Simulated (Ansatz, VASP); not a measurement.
Fe: VASP beside Ansatz

```
Fe
1.0
     8.50000    0.00000    0.00000
     0.00000    8.50000    0.00000
     0.00000    0.00000    8.50000
Fe
1
Direct
  0.00000 0.00000 0.00000
```

Alike in both runs: task single point; functional PBE; k mesh 1 × 1 × 1; collinear spin.

|  | VASP | Ansatz |
| --- | --- | --- |
| version | VASP 6.6.1 | Ansatz 0.2 development build |
| potentials or method | VASP PAW PBE potentials, release 64 (Fe) | scalar-relativistic |
| plane-wave cutoff (eV) | 520 | 1225 |
| occupations | fermi-dirac, width 0.1 eV | fermi-dirac |

|  | VASP | Ansatz | Ansatz less VASP |
| --- | --- | --- | --- |
| net moment per atom (μB) | 4.00 | 4.00 | 0.000 |
| size of the moment on the site where the two differ most (μB) | 3.62 | 4.00 | +0.377 |

Site moments also hang on the region over which each program counts them.
